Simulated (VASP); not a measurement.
# Zn (I4_1/amd) in VASP: single point with PBE

Aim: the single point of Zn with PBE.

All numbers are computed with VASP 6.6.1; they aren't measurements. Logs are shortened: lines on timing, memory, paths and dates and some standing lists are left out, and cuts for length are marked.

**1. The cell of the first run**

Symmetry: I4_1/amd, No. 141, tetragonal system. The conventional cell has a = 5.203 Å, b = 5.203 Å, c = 2.562 Å, α = 90.00°, β = 90.00°, γ = 90.00°. Within 3.4 Å of Zn (site symmetry -4m2) lie 10 Zn at 2.56 to 3.23 Å.

**2. Single point, PBE**

File INCAR:

```
PREC     = Accurate       # precision mode
ENCUT    = 520            # plane-wave cutoff, eV
EDIFF    = 1E-7           # SCF threshold, eV
ISMEAR   = 0              # smearing method
SIGMA    = 0.1            # smearing width, eV
LREAL    = False          # projectors in reciprocal space
LASPH    = True           # aspherical terms in the spheres
NELM     = 60             # most SCF steps
ALGO     = Fast           # electronic algorithm
ISIF     = 2              # what is computed and relaxed
LWAVE    = False          # write WAVECAR
LCHARG   = False          # write CHGCAR
GGA      = PE             # functional
NBANDS   = 58             # bands
```

File KPOINTS:

```
regular mesh
0
Gamma
  8 8 8
```

File POSCAR:

```
Zn
1.0
    0.0000000000      0.0000000000     -5.1247330872
   -5.2034465946      0.0000000000     -2.5623665436
    0.0000000000      5.2034465946     -2.5623665436
Zn
8
Direct
    0.3750000000      0.5000000000      0.0000000000
    0.8750000000      0.5000000000      0.0000000000
    0.1250000000      0.0000000000      0.5000000000
    0.6250000000      0.0000000000      0.5000000000
    0.5000000000      0.0000000000      0.0000000000
    0.0000000000      0.0000000000      0.0000000000
    0.2500000000      0.5000000000      0.5000000000
    0.7500000000      0.5000000000      0.5000000000
```

Potentials or basis: VASP PAW PBE potentials, release 64 (Zn).

The run is started by

```
$ cat potpaw_PBE.64/Zn/POTCAR > POTCAR
$ mpirun -np 1 vasp_std > vasp.out
```

OUTCAR:

```text
PREC = Accurate
   ENCUT = 520
   EDIFF = 1E-7
   ISMEAR = 0
   LREAL = False
   LASPH = True
   NELM = 60
   ISIF = 2
   GGA = PE

 ion  position               nearest neighbor table
   1  0.375  0.500  0.000-   2 2.56   2 2.56   7 2.68   8 2.68   5 2.68   6 2.68
   2  0.875  0.500  0.000-   1 2.56   1 2.56   8 2.68   7 2.68   6 2.68   5 2.68
   3  0.125  0.000  0.500-   4 2.56   4 2.56   8 2.68   5 2.68   7 2.68   6 2.68
   4  0.625  0.000  0.500-   3 2.56   3 2.56   7 2.68   6 2.68   8 2.68   5 2.68
   5  0.500  0.000  0.000-   6 2.56   6 2.56   1 2.68   4 2.68   2 2.68   3 2.68
   6  0.000  0.000  0.000-   5 2.56   5 2.56   2 2.68   3 2.68   1 2.68   4 2.68
   7  0.250  0.500  0.500-   8 2.56   8 2.56   2 2.68   1 2.68   4 2.68   3 2.68
   8  0.750  0.500  0.500-   7 2.56   7 2.56   1 2.68   2 2.68   3 2.68   4 2.68

  LATTYP: Found a body centered tetragonal cell.
 ALAT       =     7.3587847452
 C/A-ratio  =     0.6964102450

  Lattice vectors:

 A1 = (  -5.2034465946,   0.0000000000,   2.5623665436)
 A2 = (   5.2034465946,   0.0000000000,   2.5623665436)
 A3 = (   0.0000000000,   5.2034465946,  -2.5623665436)

Analysis of symmetry for initial positions (statically):
=====================================================================
 Subroutine PRICEL returns following result:

  LATTYP: Found a body centered tetragonal cell.
 ALAT       =     5.2034465946
 C/A-ratio  =     0.4924364067

  Lattice vectors:

 A1 = (   2.6017232973,  -2.6017232973,   1.2811832718)
 A2 = (  -2.6017232973,   2.6017232973,   1.2811832718)
 A3 = (  -2.6017232973,  -2.6017232973,  -1.2811832718)

   4 primitive cells build up your supercell.

 Routine SETGRP: Setting up the symmetry group for a
 body centered tetragonal supercell.

 Subroutine GETGRP returns: Found 16 space group operations
 (whereof  8 operations were pure point group operations)
 out of a pool of 16 trial point group operations.

The static configuration has the point symmetry D_2d.
 The point group associated with its full space group is D_4h.

Analysis of symmetry for dynamics (positions and initial velocities):
=====================================================================
 Subroutine PRICEL returns following result:

  LATTYP: Found a body centered tetragonal cell.
 ALAT       =     5.2034465946
 C/A-ratio  =     0.4924364067

  Lattice vectors:

 A1 = (   2.6017232973,  -2.6017232973,   1.2811832718)
 A2 = (  -2.6017232973,   2.6017232973,   1.2811832718)
 A3 = (  -2.6017232973,  -2.6017232973,  -1.2811832718)

   4 primitive cells build up your supercell.

 Routine SETGRP: Setting up the symmetry group for a
 body centered tetragonal supercell.

 Subroutine GETGRP returns: Found 16 space group operations
 (whereof  8 operations were pure point group operations)
 out of a pool of 16 trial point group operations.

The dynamic configuration has the point symmetry D_2d.
 The point group associated with its full space group is D_4h.

 Subroutine INISYM returns: Found 16 space group operations
 (whereof  8 operations are pure point group operations),
 and found     4 'primitive' translations

----------------------------------------------------------------------------------------

                                     Primitive cell

  volume of cell :      34.6891

  direct lattice vectors                    reciprocal lattice vectors
     2.601723297 -2.601723297  1.281183272    -0.000000000 -0.192180314  0.390264228
    -2.601723297  2.601723297  1.281183272    -0.192180314 -0.000000000  0.390264228
    -2.601723297 -2.601723297 -1.281183272    -0.192180314 -0.192180314  0.000000000

  length of vectors
     3.896069662  3.896069662  3.896069662     0.435016598  0.435016598  0.271784006

  position of ions in fractional coordinates (direct lattice)
     0.750000000  0.250000000  0.500000000
     1.000000000  0.000000000  0.000000000

  ion indices of the primitive-cell ions
   primitive index   ion index
                 1           1
                 2           5

----------------------------------------------------------------------------------------

 KPOINTS: regular mesh

Automatic generation of k-mesh.
 Grid dimensions read from file:
 generate k-points for:    8    8    8

 Generating k-lattice:

  Cartesian coordinates                     Fractional coordinates (reciprocal lattice)
     0.012011270 -0.012011270 -0.024391514     0.125000000  0.000000000  0.000000000
    -0.024022539  0.000000000  0.000000000     0.000000000  0.125000000  0.000000000
     0.000000000  0.024022539  0.000000000     0.000000000  0.000000000  0.125000000

  Length of vectors
     0.029723512  0.024022539  0.024022539

  Shift w.r.t. Gamma in fractional coordinates (k-lattice)
     0.000000000  0.000000000  0.000000000

 Subroutine IBZKPT returns following result:
 ===========================================

 Found     59 irreducible k-points:

 Following reciprocal coordinates:
            Coordinates               Weight
  0.000000  0.000000  0.000000      1.000000
  0.125000 -0.000000 -0.000000      8.000000
  0.250000 -0.000000 -0.000000      8.000000
  0.375000 -0.000000 -0.000000      8.000000
  0.500000 -0.000000 -0.000000      4.000000
  0.000000  0.125000  0.000000      4.000000
[... 16 lines left out ...]
  0.250000  0.125000  0.125000      2.000000
  0.375000  0.125000  0.125000      8.000000
 [... further k-points ...]
   k-points           NKPTS =     59   k-points in BZ     NKDIM =     59   number of bands    NBANDS=     58
   number of dos      NEDOS =    301   number of ions     NIONS =      8
   total plane-waves  NPLWV =  92160
   dimension x,y,z NGX =    40 NGY =   48 NGZ =   48
   dimension x,y,z NGXF=    80 NGYF=   96 NGZF=   96
   ions per type =               8
   NGX,Y,Z   is equivalent  to a cutoff of  12.98, 13.76, 13.76 a.u.
   NGXF,Y,Z  is equivalent  to a cutoff of  25.95, 27.52, 27.52 a.u.
 SYSTEM =  unknown system
   PREC   = accura    normal or accurate (medium, high low for compatibility)
   ISTART =      0    job   : 0-new  1-cont  2-samecut
   ICHARG =      2    charge: 1-file 2-atom 10-const
   ISPIN  =      1    spin polarized calculation?
   LNONCOLLINEAR =      F non collinear calculations
   LSORBIT =      F    spin-orbit coupling
   LASPH  =      T    aspherical Exc in radial PAW
   ENCUT  =  520.0 eV  38.22 Ry    6.18 a.u.   9.53 10.78 10.78*2*pi/ulx,y,z
   NELM   =     60;   NELMIN=  2; NELMDL= -5     # of ELM steps
   EDIFF  = 0.1E-06   stopping-criterion for ELM
   LREAL  =      F    real-space projection
   EDIFFG = 0.1E-05   stopping-criterion for IOM
   NSW    =      0    number of steps for IOM
   IBRION =     -1    ionic relax: 0-MD 1-quasi-New 2-CG
   NFREE  =      0    steps in history (QN), initial steepest desc. (CG)
   ISIF   =      2    stress and relaxation
   ISYM   =      2    0-nonsym 1-usesym 2-fastsym
   POTIM  = 0.5000    time-step for ionic-motion
   TEBEG  =    0.0;   TEEND  =   0.0 temperature during run
   PSTRESS=    0.0 pullay stress
   NELECT =      96.0000    total number of electrons
   NUPDOWN=      -1.0000    fix difference up-down
   EMIN   =  10.00;   EMAX   =-10.00  energy-range for DOS
   EFERMI =   0.00;   METHOD = LEGACY
   ISMEAR =     0;   SIGMA  =   0.10  broadening in eV -4-tet -1-fermi 0-gaus
   EFERMI_NEDOS =   21; number of points for ismear=-14 and -15
   IALGO  =     68    algorithm
   IMIX   =      4    mixing-type and parameters
     AMIX     =   0.40;   BMIX     =  1.00
     AMIX_MAG =   1.60;   BMIX_MAG =  1.00
  volume/ion in A,a.u.               =      17.34       117.05
  Fermi-wavevector in a.u.,A,eV,Ry     =   1.447930  2.736190 28.524613  2.096500
  Thomas-Fermi vector in A             =   2.565828
   LORBIT       =      0    0 simple, 1 ext, 2 COOP (PROOUT), +10 PAW based schemes
   GGA     = PE    functional components
   LHFCALC =     F    Hartree Fock is set to
   AEXX    =    0.0000 exact exchange contribution
   IVDW    =     0    specifies the selected vdW correction
   LEPSILON=     F    determine dielectric tensor
   LRPA    =     F    only Hartree local field effects (RPA)
 non-spin polarized calculation
 RMM-DIIS sequential band-by-band and
 Gauss-broadening in eV      SIGMA  =   0.10
  energy-cutoff  :      520.00
  volume of cell :      138.76
 maximum number of plane-waves:      3762
 NGX is ok and might be reduce to    40
   NGX = 19   NGY = 21   NGZ = 21

 number of electron      95.9999986 magnetization

 Free energy of the ion-electron system (eV)
  ---------------------------------------------------
  ext. energy  EPLUGINS =         0.00000000
  ---------------------------------------------------
  free energy    TOTEN  =        -7.43544467 eV

  energy without entropy =       -7.42141650  energy(sigma->0) =       -7.42843059

 E-fermi :   2.1077     XC(G=0): -10.8294

 val. band max:        2.1045859479   @ k =  -0.1250   0.2500   0.0000
 cond. band min:       2.1082641880   @ k =   0.0000   0.1250   0.1250
 fundamental gap:      0.0036782401
 Fermi energy:         2.1077473350

 k-point     1 :       0.0000    0.0000    0.0000
  band No.  band energies     occupation
      1      -7.2103      2.00000
      2      -5.8934      2.00000
      3      -5.8934      2.00000
      4      -5.7875      2.00000
      5      -5.7492      2.00000
      6      -5.7282      2.00000
[... 50 lines left out ...]
     57       8.1889      0.00000
     58      12.0060      0.00000

 k-point     2 :       0.1250   -0.0000   -0.0000
  band No.  band energies     occupation
      1      -7.0708      2.00000
      2      -5.8537      2.00000
      3      -5.8299      2.00000
      4      -5.7626      2.00000
      5      -5.7266      2.00000
      6      -5.6950      2.00000
[... 50 lines left out ...]
     57       8.5129      0.00000
     58      10.3652      0.00000
[... 1279 lines left out ...]
     57       8.4697      0.00000
     58      10.5366      0.00000

 k-point    24 :       0.3750    0.1250    0.1250
  band No.  band energies     occupation
      1      -6.3372      2.00000
      2      -5.6869      2.00000
      3      -5.6351      2.00000
      4      -5.5942      2.00000
      5      -5.5870      2.00000
      6      -5.5657      2.00000
[... 50 lines left out ...]
     57       8.5274      0.00000
     58       9.0694      0.00000

 [... further k-points ...]

------------------------ aborting loop because EDIFF is reached ----------------------------------------

  FORCE on cell =-STRESS in cart. coord.  units (eV):
  Direction    XX          YY          ZZ          XY          YZ          ZX
  --------------------------------------------------------------------------------------
  -------------------------------------------------------------------------------------
  Total        0.2024783      0.2024783      0.2840870      0.0000000      0.0000000      0.0000000
  in kB        2.3379516      2.3379516      3.2802614      0.0000000      0.0000000      0.0000000
  external PRESSURE =       2.6520549 kB  Pullay stress =       0.0000000 kB

 VOLUME and BASIS-vectors are now :
 -----------------------------------------------------------------------------
  energy-cutoff  :      520.00
  volume of cell :      138.76
      direct lattice vectors                 reciprocal lattice vectors
     0.000000000  0.000000000 -5.124733087     0.096090157 -0.096090157 -0.195132114
    -5.203446595  0.000000000 -2.562366544    -0.192180314  0.000000000  0.000000000
     0.000000000  5.203446595 -2.562366544     0.000000000  0.192180314  0.000000000

 POSITION                                       TOTAL-FORCE (eV/Angst)
 -----------------------------------------------------------------------------------
     -2.60172      0.00000     -3.20296        -0.000000      0.000000      0.000000
     -2.60172      0.00000     -5.76532         0.000000     -0.000000     -0.000000
      0.00000      2.60172     -1.92177        -0.000000      0.000000     -0.000000
      0.00000      2.60172     -4.48414         0.000000      0.000000      0.000000
      0.00000      0.00000     -2.56237         0.000000     -0.000000     -0.000000
      0.00000      0.00000      0.00000        -0.000000      0.000000     -0.000000
     -2.60172      2.60172     -3.84355        -0.000000     -0.000000      0.000000
     -2.60172      2.60172     -6.40592         0.000000      0.000000      0.000000
 -----------------------------------------------------------------------------------
    total drift:                               -0.000000      0.000000     -0.000000

  FREE ENERGIE OF THE ION-ELECTRON SYSTEM (eV)
  ---------------------------------------------------
  free  energy   TOTEN  =        -7.4354446722 eV

  energy  without entropy=       -7.4214165034  energy(sigma->0) =       -7.42843059
```

It took 5.1 min on 1 thread of Intel Xeon Platinum 8559C (Emerald Rapids), shared host; peak memory 0.47 GiB.

What came out:

- Free energy: -7.4354 eV
- Pressure: 0.3 GPa
- Band gap on the k mesh: zero (bands 48 and 49 overlap by 4.29 eV)

Stress tensor (GPa, compression positive):
```
0.23 0.00 0.00
0.00 0.23 0.00
0.00 0.00 0.33
```
